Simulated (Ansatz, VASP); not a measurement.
One calculation of Al2O3, two programs

File INCAR:

```
SYSTEM = Al2O3
  ALGO = Normal
  EDIFF = 1E-6
  ENCUT = 520
  GGA = PE
  ISIF = 2
  ISMEAR = 0
  LASPH = .TRUE.
  LCHARG = .FALSE.
  LREAL = .FALSE.
  LWAVE = .FALSE.
  NBANDS = 35
  NELM = 80
  PREC = Accurate
  SIGMA = 0.05
```

KPOINTS

```
k-points
0
G
  6 6 6
  0 0 0
```

File POSCAR:

```
Al2O3
1.0
    2.3616309450      1.3634882618      4.5324421097
   -2.3616309450      1.3634882618      4.5324421097
    0.0000000000     -2.7269765237      4.5324421097
Al O
4 6
Direct
    0.8521293568      0.8521293568      0.8521293568
    0.6478706432      0.6478706432      0.6478706432
    0.1478706432      0.1478706432      0.1478706432
    0.3521293568      0.3521293568      0.3521293568
    0.0561574040      0.4438425960      0.7500000000
    0.7500000000      0.0561574040      0.4438425960
    0.4438425960      0.7500000000      0.0561574040
    0.9438425960      0.5561574040      0.2500000000
    0.2500000000      0.9438425960      0.5561574040
    0.5561574040      0.2500000000      0.9438425960
```

Input for Ansatz:

```yaml
crystal:
  lattice:
    - [2.361630945, 1.3634882618, 4.5324421097]
    - [-2.361630945, 1.3634882618, 4.5324421097]
    - [0.0, -2.7269765237, 4.5324421097]
  atoms:
    - { symbol: Al, position: [0.8521293568, 0.8521293568, 0.8521293568] }
    - { symbol: Al, position: [0.6478706432, 0.6478706432, 0.6478706432] }
    - { symbol: Al, position: [0.1478706432, 0.1478706432, 0.1478706432] }
    - { symbol: Al, position: [0.3521293568, 0.3521293568, 0.3521293568] }
    - { symbol: O, position: [0.056157404, 0.443842596, 0.75] }
    - { symbol: O, position: [0.75, 0.056157404, 0.443842596] }
    - { symbol: O, position: [0.443842596, 0.75, 0.056157404] }
    - { symbol: O, position: [0.943842596, 0.556157404, 0.25] }
    - { symbol: O, position: [0.25, 0.943842596, 0.556157404] }
    - { symbol: O, position: [0.556157404, 0.25, 0.943842596] }
basis:
  ecutwfc: 520.0
kpoints:
  mp_grid: { grid: [6, 6, 6] }
hamiltonian:
  xc: pbe
  pseudopotentials: { kind: paw, azcp: { folder: soft_1 } }
scf:
  occupations: { method: gaussian, width: 0.05 }
output:
  forces: true
  stress: true
  eigenvalues: true
```

Alike in both runs: task single point; functional PBE; k mesh 6 × 6 × 6; occupations gaussian, width 0.05 eV; no spin polarisation.

```csv
,VASP,Ansatz
version,VASP 6.6.1,Ansatz 0.2.0
potentials or method,"VASP PAW PBE potentials, release 64 (Al, O), cutoff 520 eV","scalar-relativistic, plane waves, PAW"
valence electrons in the cell,48,48
```

```csv
,VASP,Ansatz,Ansatz less VASP
gap on the k mesh at the Fermi level (eV),5.69,5.69,+0.006
least direct gap on the mesh (eV),5.69,5.69,+0.006
pressure (GPa),0.8,0.8,+0.04
"traceless stress, the component that is largest in VASP (GPa)",-14.36,-14.33,+0.030
rms of the force components (eV/Å),0.115,0.116,+0.0013
```

Atom by atom the forces differ by 0.001 eV/Å (rms over components). With one functional, cell and mesh, what is left measures potentials, basis and numerics.
